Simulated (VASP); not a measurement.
# Cd15HgTe16 (a cell with a defect) in VASP: single point with PBEsol

Aim: the single point of Cd15HgTe16 (a cell with a defect) with PBEsol.

Program: VASP 6.6.1. These are calculated values, not measurements. Logs are shortened: lines on timing, memory, paths and dates and some standing lists are left out, and cuts for length are marked.

### 1 The cell of the first run

The cell holds a defect, 32 atoms: a = 11.243 Å, b = 11.243 Å, c = 11.243 Å, α = 109.47°, β = 109.47°, γ = 109.47°.

### 2 Single point, PBEsol

The input, INCAR:

```
PREC     = Accurate       # precision mode
ENCUT    = 520            # plane-wave cutoff, eV
EDIFF    = 1E-6           # SCF threshold, eV
ISMEAR   = 0              # smearing method
SIGMA    = 0.02           # smearing width, eV
LREAL    = Auto         
LASPH    = True           # aspherical terms in the spheres
NELM     = 100            # most SCF steps
ALGO     = Normal         # electronic algorithm
ISIF     = 2              # what is computed and relaxed
LWAVE    = False          # write WAVECAR
LCHARG   = True           # write CHGCAR
GGA      = PS             # functional
LELF     = True           # ELF
LVHAR    = True         
NBANDS   = 166            # bands
```

The input, KPOINTS:

```
Automatic mesh
0
Gamma
  2 2 2
  0.5 0.5 0.5
```

The input, POSCAR:

```
Cd15HgTe16
1.0
   -6.4910890995      6.4910890995     -6.4910890995
    6.4910890995     -6.4910890995     -6.4910890995
   -6.4910890995     -6.4910890995      6.4910890995
Hg Cd Te
1 15 16
Direct
    0.0000000000      0.2500000000      0.7500000000
    0.7500000000      0.2500000000      1.0000000000
    0.5000000000      0.2500000000      0.2500000000
    0.2500000000      0.0000000000      0.7500000000
    0.2500000000      0.2500000000      0.5000000000
    1.0000000000      1.0000000000      1.0000000000
    0.7500000000      0.0000000000      0.2500000000
    0.5000000000      0.7500000000      0.7500000000
    0.5000000000      0.0000000000      0.5000000000
    0.2500000000      0.7500000000      1.0000000000
    0.0000000000      0.7500000000      0.2500000000
    0.7500000000      0.5000000000      0.7500000000
    0.7500000000      0.7500000000      0.5000000000
    0.5000000000      0.5000000000      1.0000000000
    0.2500000000      0.5000000000      0.2500000000
    0.0000000000      0.5000000000      0.5000000000
    0.0000000000      0.5000000000      0.7500000000
    0.7500000000      0.5000000000      0.0000000000
    0.5000000000      0.5000000000      0.2500000000
    0.2500000000      0.2500000000      0.7500000000
    0.2500000000      0.5000000000      0.5000000000
    0.0000000000      0.2500000000      0.0000000000
    0.7500000000      0.2500000000      0.2500000000
    0.5000000000      0.0000000000      0.7500000000
    0.5000000000      0.2500000000      0.5000000000
    0.2500000000      0.0000000000      0.0000000000
    0.0000000000      0.0000000000      0.2500000000
    0.7500000000      0.7500000000      0.7500000000
    0.7500000000      0.0000000000      0.5000000000
    0.5000000000      0.7500000000      0.0000000000
    0.2500000000      0.7500000000      0.2500000000
    0.0000000000      0.7500000000      0.5000000000
```

Potentials or basis: VASP PAW PBE potentials, release 64 (Hg, Cd, Te).

The run is started by

```
$ cat potpaw_PBE.64/Hg/POTCAR potpaw_PBE.64/Cd/POTCAR potpaw_PBE.64/Te/POTCAR > POTCAR
$ mpirun -np 1 vasp_std > vasp.out
```

OUTCAR:

```text
PREC = Accurate
   ENCUT = 520
   EDIFF = 1E-6
   ISMEAR = 0
   LREAL = Auto
   LASPH = True
   NELM = 100
   ISIF = 2
   GGA = PS

 ion  position               nearest neighbor table
   1  0.000  0.250  0.750-  17 2.81  20 2.81  22 2.81  29 2.81
   2  0.750  0.250  0.000-  18 2.81  22 2.81  23 2.81  24 2.81
   3  0.500  0.250  0.250-  19 2.81  23 2.81  25 2.81  26 2.81
   4  0.250  0.000  0.750-  20 2.81  24 2.81  26 2.81  32 2.81
   5  0.250  0.250  0.500-  20 2.81  21 2.81  25 2.81  27 2.81
   6  0.000  0.000  0.000-  22 2.81  26 2.81  27 2.81  28 2.81
[... 24 lines left out ...]
  31  0.250  0.750  0.250-   9 2.81  10 2.81  11 2.81  15 2.81
  32  0.000  0.750  0.500-   4 2.81  11 2.81  13 2.81  16 2.81

  LATTYP: Found a body centered cubic cell.
 ALAT       =    12.9821781990

  Lattice vectors:

 A1 = (  -6.4910890995,   6.4910890995,  -6.4910890995)
 A2 = (   6.4910890995,  -6.4910890995,  -6.4910890995)
 A3 = (  -6.4910890995,  -6.4910890995,   6.4910890995)

Analysis of symmetry for initial positions (statically):
=====================================================================
 Subroutine PRICEL returns:
 Original cell was already a primitive cell.

 Routine SETGRP: Setting up the symmetry group for a
 body centered cubic supercell.

 Subroutine GETGRP returns: Found 24 space group operations
 (whereof  2 operations were pure point group operations)
 out of a pool of 48 trial point group operations.

The static configuration has the point symmetry C_1h.
 The point group associated with its full space group is T_d .

Analysis of symmetry for dynamics (positions and initial velocities):
=====================================================================
 Subroutine PRICEL returns:
 Original cell was already a primitive cell.

 Routine SETGRP: Setting up the symmetry group for a
 body centered cubic supercell.

 Subroutine GETGRP returns: Found 24 space group operations
 (whereof  2 operations were pure point group operations)
 out of a pool of 48 trial point group operations.

The dynamic configuration has the point symmetry C_1h.
 The point group associated with its full space group is T_d .

 Subroutine INISYM returns: Found 24 space group operations
 (whereof  2 operations are pure point group operations),
 and found     1 'primitive' translations

----------------------------------------------------------------------------------------

                                     Primitive cell

  volume of cell :    1093.9884

  direct lattice vectors                    reciprocal lattice vectors
    -6.491089099  6.491089099 -6.491089099    -0.077028676  0.000000000 -0.077028676
     6.491089099 -6.491089099 -6.491089099     0.000000000 -0.077028676 -0.077028676
    -6.491089099 -6.491089099  6.491089099    -0.077028676 -0.077028676  0.000000000

  length of vectors
    11.242896117 11.242896117 11.242896117     0.108934998  0.108934998  0.108934998

  position of ions in fractional coordinates (direct lattice)
     0.000000000  0.250000000  0.750000000
     0.750000000  0.250000000  0.000000000
     0.500000000  0.250000000  0.250000000
     0.250000000  0.000000000  0.750000000
     0.250000000  0.250000000  0.500000000
     0.000000000  0.000000000  0.000000000
[... 24 lines left out ...]
     0.250000000  0.750000000  0.250000000
     0.000000000  0.750000000  0.500000000

  ion indices of the primitive-cell ions
   primitive index   ion index
                 1           1
                 2           2
                 3           3
                 4           4
                 5           5
                 6           6
[... 24 lines left out ...]
                31          31
                32          32

----------------------------------------------------------------------------------------

 KPOINTS: Automatic mesh

Automatic generation of k-mesh.
 Grid dimensions read from file:
 generate k-points for:    2    2    2

 Generating k-lattice:

  Cartesian coordinates                     Fractional coordinates (reciprocal lattice)
    -0.038514338  0.000000000 -0.038514338     0.500000000  0.000000000  0.000000000
     0.000000000 -0.038514338 -0.038514338     0.000000000  0.500000000  0.000000000
    -0.038514338 -0.038514338  0.000000000     0.000000000  0.000000000  0.500000000

  Length of vectors
     0.054467499  0.054467499  0.054467499

  Shift w.r.t. Gamma in fractional coordinates (k-lattice)
     0.500000000  0.500000000  0.500000000

 Subroutine IBZKPT returns following result:
 ===========================================

 Found      2 irreducible k-points:

 Following reciprocal coordinates:
            Coordinates               Weight
  0.250000  0.250000  0.250000      2.000000
 -0.250000  0.250000  0.250000      6.000000
   k-points           NKPTS =      2   k-points in BZ     NKDIM =      2   number of bands    NBANDS=    166
   number of dos      NEDOS =    301   number of ions     NIONS =     32
   total plane-waves  NPLWV = 592704
   dimension x,y,z NGX =    84 NGY =   84 NGZ =   84
   dimension x,y,z NGXF=   168 NGYF=  168 NGZF=  168
   ions per type =               1  15  16
   NGX,Y,Z   is equivalent  to a cutoff of  12.42, 12.42, 12.42 a.u.
   NGXF,Y,Z  is equivalent  to a cutoff of  24.84, 24.84, 24.84 a.u.
 SYSTEM =  unknown system
   PREC   = accura    normal or accurate (medium, high low for compatibility)
   ISTART =      0    job   : 0-new  1-cont  2-samecut
   ICHARG =      2    charge: 1-file 2-atom 10-const
   ISPIN  =      1    spin polarized calculation?
   LNONCOLLINEAR =      F non collinear calculations
   LSORBIT =      F    spin-orbit coupling
   LASPH  =      T    aspherical Exc in radial PAW
   ENCUT  =  520.0 eV  38.22 Ry    6.18 a.u.  20.90 20.90 20.90*2*pi/ulx,y,z
   NELM   =    100;   NELMIN=  2; NELMDL= -5     # of ELM steps
   EDIFF  = 0.1E-05   stopping-criterion for ELM
   LREAL  =      T    real-space projection
   EDIFFG = 0.1E-04   stopping-criterion for IOM
   NSW    =      0    number of steps for IOM
   IBRION =     -1    ionic relax: 0-MD 1-quasi-New 2-CG
   NFREE  =      0    steps in history (QN), initial steepest desc. (CG)
   ISIF   =      2    stress and relaxation
   ISYM   =      2    0-nonsym 1-usesym 2-fastsym
   POTIM  = 0.5000    time-step for ionic-motion
   TEBEG  =    0.0;   TEEND  =   0.0 temperature during run
   PSTRESS=    0.0 pullay stress
   NELECT =     288.0000    total number of electrons
   NUPDOWN=      -1.0000    fix difference up-down
   EMIN   =  10.00;   EMAX   =-10.00  energy-range for DOS
   EFERMI =   0.00;   METHOD = LEGACY
   ISMEAR =     0;   SIGMA  =   0.02  broadening in eV -4-tet -1-fermi 0-gaus
   EFERMI_NEDOS =   21; number of points for ismear=-14 and -15
   IALGO  =     38    algorithm
   IMIX   =      4    mixing-type and parameters
     AMIX     =   0.40;   BMIX     =  1.00
     AMIX_MAG =   1.60;   BMIX_MAG =  1.00
  volume/ion in A,a.u.               =      34.19       230.71
  Fermi-wavevector in a.u.,A,eV,Ry     =   1.049224  1.982745 14.978251  1.100870
  Thomas-Fermi vector in A             =   2.184178
   LORBIT       =      0    0 simple, 1 ext, 2 COOP (PROOUT), +10 PAW based schemes
   GGA     = PS    functional components
   LHFCALC =     F    Hartree Fock is set to
   AEXX    =    0.0000 exact exchange contribution
   IVDW    =     0    specifies the selected vdW correction
   LEPSILON=     F    determine dielectric tensor
   LRPA    =     F    only Hartree local field effects (RPA)
 non-spin polarized calculation
 Gauss-broadening in eV      SIGMA  =   0.02
  energy-cutoff  :      520.00
  volume of cell :     1093.99
 maximum number of plane-waves:     29472
   NGX = 41   NGY = 41   NGZ = 41

 number of electron     287.9999930 magnetization

 Free energy of the ion-electron system (eV)
  ---------------------------------------------------
  ext. energy  EPLUGINS =         0.00000000
  ---------------------------------------------------
  free energy    TOTEN  =       -86.74387905 eV

  energy without entropy =      -86.74387905  energy(sigma->0) =      -86.74387905

 E-fermi :   1.9342     XC(G=0):  -8.7683

 val. band max:        1.8310018296   @ k =  -0.2500   0.2500   0.2500
 cond. band min:       3.8341638447   @ k =   0.2500   0.2500   0.2500
 fundamental gap:      2.0031620151
 Fermi energy:         1.9341943295

 k-point     1 :       0.2500    0.2500    0.2500
  band No.  band energies     occupation
      1      -8.8627      2.00000
      2      -8.8055      2.00000
      3      -8.8055      2.00000
      4      -8.8055      2.00000
      5      -8.5688      2.00000
      6      -8.5585      2.00000
[... 148 lines left out ...]
    155       5.0716      0.00000
    156       5.0987      0.00000

 k-point     2 :      -0.2500    0.2500    0.2500
  band No.  band energies     occupation
      1      -8.9500      2.00000
      2      -8.7419      2.00000
      3      -8.7038      2.00000
      4      -8.7038      2.00000
      5      -8.6975      2.00000
      6      -8.6192      2.00000
[... 148 lines left out ...]
    155       5.2411      0.00000
    156       5.3990      0.00000
 [bands above 156 left out]

------------------------ aborting loop because EDIFF is reached ----------------------------------------

  FORCE on cell =-STRESS in cart. coord.  units (eV):
  Direction    XX          YY          ZZ          XY          YZ          ZX
  --------------------------------------------------------------------------------------
  -------------------------------------------------------------------------------------
  Total        0.9188794      0.9188794      0.9188794     -0.0000000     -0.0000000      0.0000000
  in kB        1.3457252      1.3457252      1.3457252     -0.0000000     -0.0000000      0.0000000
  external PRESSURE =       1.3457252 kB  Pullay stress =       0.0000000 kB

 VOLUME and BASIS-vectors are now :
 -----------------------------------------------------------------------------
  energy-cutoff  :      520.00
  volume of cell :     1093.99
      direct lattice vectors                 reciprocal lattice vectors
    -6.491089099  6.491089099 -6.491089099    -0.077028676  0.000000000 -0.077028676
     6.491089099 -6.491089099 -6.491089099     0.000000000 -0.077028676 -0.077028676
    -6.491089099 -6.491089099  6.491089099    -0.077028676 -0.077028676  0.000000000

 POSITION                                       TOTAL-FORCE (eV/Angst)
 -----------------------------------------------------------------------------------
     -3.24554     -6.49109      3.24554        -0.000000      0.000000     -0.000000
     -3.24554      3.24554     -6.49109         0.002185      0.002062     -0.002062
     -3.24554      0.00000     -3.24554        -0.000000      0.000000     -0.000000
     -6.49109     -3.24554      3.24554         0.002062     -0.002062      0.002185
     -3.24554     -3.24554      0.00000         0.002185     -0.002062      0.002062
      0.00000      0.00000      0.00000         0.002062      0.002185     -0.002062
[... 24 lines left out ...]
      1.62277     -4.86832     -4.86832        -0.000086      0.004153     -0.000086
      1.62277     -8.11386     -1.62277        -0.000086     -0.004153      0.000086
 -----------------------------------------------------------------------------------
    total drift:                               -0.000035     -0.000035     -0.000035

  FREE ENERGIE OF THE ION-ELECTRON SYSTEM (eV)
  ---------------------------------------------------
  free  energy   TOTEN  =       -86.7438790521 eV

  energy  without entropy=      -86.7438790521  energy(sigma->0) =      -86.74387905
```

It took 21 min on 1 thread of Oxide Virtual Turin-like, shared host; peak memory 1.1 GiB.

What came out:

| Property | Result |
| --- | --- |
| Free energy | -86.7439 eV |
| Pressure | 0.1 GPa |
| Largest force | 0.049 eV/Å |
| Band gap on the k mesh | 2.00 eV |

Forces on the atoms (eV/Å):
```
Hg   0.000  0.000  0.000
Cd   0.002  0.002 -0.002
Cd   0.000  0.000  0.000
Cd   0.002 -0.002  0.002
Cd   0.002 -0.002  0.002
Cd   0.002  0.002 -0.002
Cd  -0.002 -0.002 -0.002
Cd   0.000  0.000  0.000
Cd  -0.002 -0.002 -0.002
Cd  -0.002  0.002  0.002
Cd   0.000  0.000  0.000
Cd  -0.002  0.002  0.002
Cd  -0.002 -0.002 -0.002
Cd   0.002 -0.002  0.002
Cd   0.002  0.002 -0.002
Cd  -0.002  0.002  0.002
Te   0.029 -0.029 -0.029
Te   0.000  0.004  0.000
Te   0.004  0.000  0.000
Te  -0.029  0.029 -0.029
Te   0.000  0.000  0.004
Te  -0.029 -0.029  0.029
Te  -0.004  0.000  0.000
Te   0.000  0.000 -0.004
Te  -0.004  0.000  0.000
Te   0.004  0.000  0.000
Te   0.000 -0.004  0.000
Te   0.000  0.000 -0.004
Te   0.029  0.029  0.029
Te   0.000  0.000  0.004
Te   0.000  0.004  0.000
Te   0.000 -0.004  0.000
```

Caveat: the PAW data sets were made with another functional, which shifts forces and pressure a little; spin-orbit coupling is left out, which moves the levels of the heavy elements.
